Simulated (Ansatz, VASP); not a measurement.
## Two plane-wave programs on C

```
C
1.0
     3.49478    0.00000    0.00000
     0.00000    3.49478    0.00000
     0.00000    0.00000    1.60439
C
3
Direct
  0.50000 0.00000 0.00000
  0.00000 0.50000 0.00000
  0.00000 0.00000 0.00000
```

Alike in both runs: task single point; functional PBE; k mesh 6 × 6 × 10; occupations gaussian, width 0.1 eV; collinear spin.

```csv
,VASP,Ansatz
version,VASP 6.6.1,Ansatz 0.2.0
potentials or method,"VASP PAW PBE potentials, release 64 (C), cutoff 520 eV","scalar-relativistic, plane waves, PAW"
valence electrons in the cell,12,12
```

Ansatz gave:

```
gap on the k mesh at the Fermi level (eV)                     : none
pressure (GPa)                                                : -2.0
traceless stress, the component that is largest in VASP (GPa) : -35.13
net moment per atom (μB)                                      : 0.00
```

**Question.** What did VASP give for the same quantities?

**Answer.** gap on the k mesh at the Fermi level (eV): none; pressure (GPa): -1.7; traceless stress, the component that is largest in VASP (GPa): -34.84; net moment per atom (μB): 0.00.

A gap of «none» marks a metal or a gap that the smearing closes. Ansatz's warnings: seeded moment not kept.

The k mesh is coarse, so the values compare programs but aren't converged.
